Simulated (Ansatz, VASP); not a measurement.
# One calculation of SnSe, two programs

```
CELL_PARAMETERS angstrom
0.00000 2.94665 2.94665
3.16765 0.00000 2.94665
3.16765 2.94665 0.00000
ATOMIC_POSITIONS crystal
Sn 0.00000 0.00000 0.00000
Se 0.50000 0.50000 0.50000
```

Change from the starting cell: strain +0.0750 x Voigt [1, 0, 0, 0, 0, 0], atoms carried along.

Alike in both runs: task single point; functional LDA; k mesh 8 × 8 × 8; occupations gaussian, width 0.05 eV; no spin polarisation.

```csv
,VASP,Ansatz
version,VASP 6.6.1,Ansatz 0.2.0
potentials or method,"VASP PAW LDA potentials, release 64 (Sn_d, Se), cutoff 520 eV","scalar-relativistic, plane waves, PAW"
valence electrons in the cell,20,30
```

Ansatz gave:

| Property | Result |
| --- | --- |
| gap on the k mesh at the Fermi level (eV) | 0.55 |
| least direct gap on the mesh (eV) | 0.63 |
| pressure (GPa) | -3.1 |
| traceless stress, the component that is largest in VASP (GPa) | -4.35 |

Problem. Which values does VASP return?

Solution. gap on the k mesh at the Fermi level (eV): 0.54; least direct gap on the mesh (eV): 0.62; pressure (GPa): -3.0; traceless stress, the component that is largest in VASP (GPa): -4.41.

LDA's correlation is that of Perdew and Zunger in VASP and of Perdew and Wang (1992) in Ansatz. VASP's potentials hold 20 valence electrons a cell and Ansatz's 30, so a difference there can come from the potentials and not from the codes.
